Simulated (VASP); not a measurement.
# MnS (P6_3/mmc) in VASP: single point with PBE

Aim: the single point of MnS with PBE.

All numbers are computed with VASP 6.6.1; they aren't measurements. Logs are shortened: lines on timing, memory, paths and dates and some standing lists are left out, and cuts for length are marked.

**1. The cell of the first run**

It takes space group P6_3/mmc (No. 194, hexagonal). The conventional cell has a = 3.608 Å, b = 3.608 Å, c = 5.754 Å, α = 90.00°, β = 90.00°, γ = 120.00°. Within 3.3 Å of Mn (site symmetry -3m) lie 6 S at 2.53 Å and 2 Mn at 2.88 Å. S (site symmetry -6m2) has 6 Mn at 2.53 Å within 3.3 Å.

**2. Single point, PBE, collinear spin, ferromagnetic start**

File INCAR:

```
SYSTEM = MnS
  ALGO = Normal
  EDIFF = 1E-6
  ENCUT = 520
  GGA = PE
  ISIF = 2
  ISMEAR = 0
  ISPIN = 2
  LASPH = .TRUE.
  LCHARG = .FALSE.
  LMAXMIX = 4
  LORBIT = 11
  LREAL = .FALSE.
  LWAVE = .FALSE.
  MAGMOM = 3.55 3.55 0 0
  NBANDS = 31
  NELM = 150
  PREC = Accurate
  SIGMA = 0.1
```

File KPOINTS:

```
k-points
0
G
  12 12 8
  0 0 0
```

File POSCAR:

```
MnS
1.0
    3.6079257598      0.0000000000      0.0000000000
   -1.8039628799      3.1245553629      0.0000000000
    0.0000000000      0.0000000000      5.7537222506
Mn S
2 2
Direct
    0.0000000000      0.0000000000      0.0000000000
    0.0000000000      0.0000000000      0.5000000000
    0.3333333333      0.6666666667      0.2500000000
    0.6666666667      0.3333333333      0.7500000000
```

Potentials or basis: VASP PAW PBE potentials, release 64 (Mn_pv, S).

On the command line:

```sh
> cat potpaw_PBE.64/Mn_pv/POTCAR potpaw_PBE.64/S/POTCAR > POTCAR
> mpirun -np 1 vasp_std > vasp.out
```

OUTCAR:

```text
SYSTEM = MnS
   EDIFF = 1E-6
   ENCUT = 520
   GGA = PE
   ISIF = 2
   ISMEAR = 0
   ISPIN = 2
   LASPH = .TRUE.
   LORBIT = 11
   LREAL = .FALSE.
   NELM = 150
   PREC = Accurate

 ion  position               nearest neighbor table
   1  0.000  0.000  0.000-   3 2.53   4 2.53   3 2.53   4 2.53   4 2.53   3 2.53   2 2.88   2 2.88

   2  0.000  0.000  0.500-   3 2.53   4 2.53   3 2.53   4 2.53   4 2.53   3 2.53   1 2.88   1 2.88

   3  0.333  0.667  0.250-   1 2.53   2 2.53   1 2.53   2 2.53   1 2.53   2 2.53
   4  0.667  0.333  0.750-   1 2.53   2 2.53   1 2.53   2 2.53   1 2.53   2 2.53

  LATTYP: Found a hexagonal cell.
 ALAT       =     3.6079257598
 C/A-ratio  =     1.5947451898

  Lattice vectors:

 A1 = (   3.6079257598,   0.0000000000,   0.0000000000)
 A2 = (  -1.8039628799,   3.1245553629,   0.0000000000)
 A3 = (   0.0000000000,   0.0000000000,   5.7537222506)

Analysis of symmetry for initial positions (statically):
=====================================================================
 Subroutine PRICEL returns:
 Original cell was already a primitive cell.

 Routine SETGRP: Setting up the symmetry group for a
 hexagonal supercell.

 Subroutine GETGRP returns: Found 24 space group operations
 (whereof 12 operations were pure point group operations)
 out of a pool of 24 trial point group operations.

The static configuration has the point symmetry D_3d.
 The point group associated with its full space group is D_6h.

Analysis of symmetry for dynamics (positions and initial velocities):
=====================================================================
 Subroutine PRICEL returns:
 Original cell was already a primitive cell.

 Routine SETGRP: Setting up the symmetry group for a
 hexagonal supercell.

 Subroutine GETGRP returns: Found 24 space group operations
 (whereof 12 operations were pure point group operations)
 out of a pool of 24 trial point group operations.

The dynamic configuration has the point symmetry D_3d.
 The point group associated with its full space group is D_6h.

Analysis of structural, dynamic, and magnetic symmetry:
=====================================================================
 Subroutine PRICEL returns:
 Original cell was already a primitive cell.

 Routine SETGRP: Setting up the symmetry group for a
 hexagonal supercell.

 Subroutine GETGRP returns: Found 24 space group operations
 (whereof 12 operations were pure point group operations)
 out of a pool of 24 trial point group operations.

The overall configuration has the point symmetry D_3d.
 The point group associated with its full space group is D_6h.

 Subroutine INISYM returns: Found 24 space group operations
 (whereof 12 operations are pure point group operations),
 and found     1 'primitive' translations

----------------------------------------------------------------------------------------

                                     Primitive cell

  volume of cell :      64.8627

  direct lattice vectors                    reciprocal lattice vectors
     3.607925760  0.000000000  0.000000000     0.277167566  0.160022769  0.000000000
    -1.803962880  3.124555363  0.000000000     0.000000000  0.320045537  0.000000000
     0.000000000  0.000000000  5.753722251     0.000000000  0.000000000  0.173800534

  length of vectors
     3.607925760  3.607925760  5.753722251     0.320045537  0.320045537  0.173800534

  position of ions in fractional coordinates (direct lattice)
     0.000000000  0.000000000  0.000000000
     0.000000000  0.000000000  0.500000000
     0.333333333  0.666666667  0.250000000
     0.666666667  0.333333333  0.750000000

  ion indices of the primitive-cell ions
   primitive index   ion index
                 1           1
                 2           2
                 3           3
                 4           4

----------------------------------------------------------------------------------------

 KPOINTS: k-points

Automatic generation of k-mesh.
 Grid dimensions read from file:
 generate k-points for:   12   12    8

 Generating k-lattice:

  Cartesian coordinates                     Fractional coordinates (reciprocal lattice)
     0.023097297  0.013335231  0.000000000     0.083333333  0.000000000  0.000000000
     0.000000000  0.026670461  0.000000000     0.000000000  0.083333333  0.000000000
     0.000000000  0.000000000  0.021725067     0.000000000  0.000000000  0.125000000

  Length of vectors
     0.026670461  0.026670461  0.021725067

  Shift w.r.t. Gamma in fractional coordinates (k-lattice)
     0.000000000  0.000000000  0.000000000

 Subroutine IBZKPT returns following result:
 ===========================================

 Found     95 irreducible k-points:

 Following reciprocal coordinates:
            Coordinates               Weight
  0.000000  0.000000  0.000000      1.000000
  0.083333  0.000000  0.000000      6.000000
  0.166667  0.000000  0.000000      6.000000
  0.250000  0.000000  0.000000      6.000000
  0.333333  0.000000  0.000000      6.000000
  0.416667  0.000000  0.000000      6.000000
[... 16 lines left out ...]
  0.250000  0.000000  0.125000     12.000000
  0.333333  0.000000  0.125000     12.000000
 [... further k-points ...]
   k-points           NKPTS =     95   k-points in BZ     NKDIM =     95   number of bands    NBANDS=     31
   number of dos      NEDOS =    301   number of ions     NIONS =      4
   total plane-waves  NPLWV =  37632
   dimension x,y,z NGX =    28 NGY =   28 NGZ =   48
   dimension x,y,z NGXF=    56 NGYF=   56 NGZF=   96
   ions per type =               2   2
   NGX,Y,Z   is equivalent  to a cutoff of  12.90, 12.90, 13.87 a.u.
   NGXF,Y,Z  is equivalent  to a cutoff of  25.80, 25.80, 27.74 a.u.
 SYSTEM =  MnS
   PREC   = accura    normal or accurate (medium, high low for compatibility)
   ISTART =      0    job   : 0-new  1-cont  2-samecut
   ICHARG =      2    charge: 1-file 2-atom 10-const
   ISPIN  =      2    spin polarized calculation?
   LNONCOLLINEAR =      F non collinear calculations
   LSORBIT =      F    spin-orbit coupling
   LASPH  =      T    aspherical Exc in radial PAW
   ENCUT  =  520.0 eV  38.22 Ry    6.18 a.u.   6.71  6.71 10.70*2*pi/ulx,y,z
   NELM   =    150;   NELMIN=  2; NELMDL= -5     # of ELM steps
   EDIFF  = 0.1E-05   stopping-criterion for ELM
   LREAL  =      F    real-space projection
[... 7 lines left out ...]
   TEBEG  =    0.0;   TEEND  =   0.0 temperature during run
   PSTRESS=    0.0 pullay stress
   NELECT =      38.0000    total number of electrons
   NUPDOWN=      -1.0000    fix difference up-down
   EMIN   =  10.00;   EMAX   =-10.00  energy-range for DOS
   EFERMI =   0.00;   METHOD = LEGACY
   ISMEAR =     0;   SIGMA  =   0.10  broadening in eV -4-tet -1-fermi 0-gaus
   EFERMI_NEDOS =   21; number of points for ismear=-14 and -15
   IALGO  =     38    algorithm
   IMIX   =      4    mixing-type and parameters
     AMIX     =   0.40;   BMIX     =  1.00
     AMIX_MAG =   1.60;   BMIX_MAG =  1.00
  volume/ion in A,a.u.               =      16.22       109.43
  Fermi-wavevector in a.u.,A,eV,Ry     =   1.369844  2.588630 25.530961  1.876473
  Thomas-Fermi vector in A             =   2.495683
   LORBIT       =     11    0 simple, 1 ext, 2 COOP (PROOUT), +10 PAW based schemes
   GGA     = PE    functional components
   LHFCALC =     F    Hartree Fock is set to
   AEXX    =    0.0000 exact exchange contribution
   IVDW    =     0    specifies the selected vdW correction
   LEPSILON=     F    determine dielectric tensor
   LRPA    =     F    only Hartree local field effects (RPA)
 spin polarized calculation
 Gauss-broadening in eV      SIGMA  =   0.10
  energy-cutoff  :      520.00
  volume of cell :       64.86
 maximum number of plane-waves:      1785
 NGX is ok and might be reduce to    28
   NGX = 13   NGY = 13   NGZ = 21

 number of electron      38.0000019 magnetization       8.3081830

 Free energy of the ion-electron system (eV)
  ---------------------------------------------------
  ext. energy  EPLUGINS =         0.00000000
  ---------------------------------------------------
  free energy    TOTEN  =       -28.10584002 eV

  energy without entropy =      -28.09271236  energy(sigma->0) =      -28.09927619

 E-fermi :   7.5178     XC(G=0): -11.0515

 val. band max:        7.5169173478   @ k =   0.0833   0.0000   0.3750
 cond. band min:       7.5290719135   @ k =   0.3333   0.1667   0.1250
 fundamental gap:      0.0121545657
 Fermi energy:         7.5178488432

 spin component 1

 k-point     1 :       0.0000    0.0000    0.0000
  band No.  band energies     occupation
      1     -42.8650      1.00000
      2     -42.8650      1.00000
      3     -42.8570      1.00000
      4     -42.8570      1.00000
      5     -42.6548      1.00000
      6     -42.5692      1.00000
[... 23 lines left out ...]
     30      17.2202      0.00000
     31      17.2236      0.00000
[... 751 lines left out ...]
      1     -42.8714      1.00000
      2     -42.8664      1.00000
      3     -42.8634      1.00000
      4     -42.8588      1.00000
      5     -42.6504      1.00000
      6     -42.5718      1.00000
[... 23 lines left out ...]
     30      15.1565      0.00000
     31      16.1370      0.00000

 [... further k-points ...]

 spin component 2

 k-point     1 :       0.0000    0.0000    0.0000
  band No.  band energies     occupation
      1     -38.7220      1.00000
      2     -38.7220      1.00000
      3     -38.7196      1.00000
      4     -38.7119      1.00000
      5     -38.7119      1.00000
      6     -38.6161      1.00000
[... 23 lines left out ...]
     30      18.3094      0.00000
     31      18.3095      0.00000
[... 751 lines left out ...]
      1     -38.7306      1.00000
      2     -38.7238      1.00000
      3     -38.7203      1.00000
      4     -38.7143      1.00000
      5     -38.7140      1.00000
      6     -38.6192      1.00000
[... 23 lines left out ...]
     30      15.6741      0.00000
     31      16.7970      0.00000

 [... further k-points ...]
[... 5 lines left out ...]
  --------------------------------------------------------------------------------------
  -------------------------------------------------------------------------------------
  Total        0.0157904      0.0157904      0.0629889      0.0000000      0.0000000      0.0000000
  in kB        0.3900404      0.3900404      1.5558930      0.0000000      0.0000000      0.0000000
  external PRESSURE =       0.7786579 kB  Pullay stress =       0.0000000 kB

 VOLUME and BASIS-vectors are now :
 -----------------------------------------------------------------------------
  energy-cutoff  :      520.00
  volume of cell :       64.86
      direct lattice vectors                 reciprocal lattice vectors
     3.607925760  0.000000000  0.000000000     0.277167566  0.160022769  0.000000000
    -1.803962880  3.124555363  0.000000000     0.000000000  0.320045537  0.000000000
     0.000000000  0.000000000  5.753722251     0.000000000  0.000000000  0.173800534

 POSITION                                       TOTAL-FORCE (eV/Angst)
 -----------------------------------------------------------------------------------
      0.00000      0.00000      0.00000         0.000000     -0.000000      0.000000
      0.00000      0.00000      2.87686         0.000000     -0.000000      0.000000
     -0.00000      2.08304      1.43843        -0.000000     -0.000000      0.000000
      1.80396      1.04152      4.31529         0.000000      0.000000     -0.000000
 -----------------------------------------------------------------------------------
    total drift:                               -0.000000      0.000000      0.000000

  FREE ENERGIE OF THE ION-ELECTRON SYSTEM (eV)
  ---------------------------------------------------
  free  energy   TOTEN  =       -28.1058400175 eV

  energy  without entropy=      -28.0927123565  energy(sigma->0) =      -28.09927619

 total charge

# of ion       s       p       d       tot
------------------------------------------
    1        0.232   6.202   5.008  11.441
    2        0.232   6.202   5.008  11.441
    3        1.333   2.389   0.000   3.722
    4        1.333   2.389   0.000   3.722
--------------------------------------------------
tot          3.130  17.181  10.016  30.327

 magnetization (x)

# of ion       s       p       d       tot
------------------------------------------
    1        0.036   0.036   3.761   3.834
    2        0.036   0.036   3.761   3.834
    3        0.030   0.033   0.000   0.063
    4        0.030   0.033   0.000   0.063
--------------------------------------------------
tot          0.132   0.139   7.523   7.794
```

Run time: 13 min. Hardware: 1 thread of Intel Xeon 8259CL, shared host; peak memory 0.36 GiB.

Results:

* Free energy: -28.1058 eV
* Pressure: 0.1 GPa
* Net moment: 8.31 μB per cell
* Site moments: Mn +3.83; S +0.06 μB
* Valence electrons inside the program's atomic spheres: Mn 11.44; S 3.72

Levels at points of the mesh, in eV from the Fermi level:
Spin up:
| k point | band 21 | band 22 | band 23 | band 24 | band 25 | band 26 |
| --- | --- | --- | --- | --- | --- | --- |
| (0.00, 0.00, 0.00) | -1.82 | -1.10 | 0.74 | 0.74 | 2.44 | 2.90 |
| (0.50, 0.00, 0.00) | -1.92 | -1.53 | -0.01 | 0.80 | 3.59 | 4.04 |
| (0.00, 0.00, 0.50) | -0.20 | -0.20 | -0.20 | -0.20 | 4.10 | 4.10 |
| (0.50, 0.00, 0.50) | -0.91 | -0.91 | -0.39 | -0.39 | 2.69 | 2.69 |
Spin down:
```tsv
k point	band 12	band 13	band 14	band 15	band 16	band 17	band 18	band 19
(0.00, 0.00, 0.00)	-1.91	-1.91	-1.66	-1.08	0.06	0.06	0.15	0.15
(0.50, 0.00, 0.00)	-4.28	-3.84	-3.56	-1.25	0.75	0.96	1.02	1.15
(0.00, 0.00, 0.50)	-3.17	-3.17	-3.17	0.35	0.35	0.59	0.59	0.59
(0.50, 0.00, 0.50)	-3.74	-3.70	-3.70	-0.15	-0.15	1.24	1.24	1.30
```

Caveat: semilocal functionals often make such compounds metallic where correlation or magnetic order opens a gap, which also shifts bond lengths; the run started ferromagnetic, and an antiferromagnetic order may lie lower in energy.
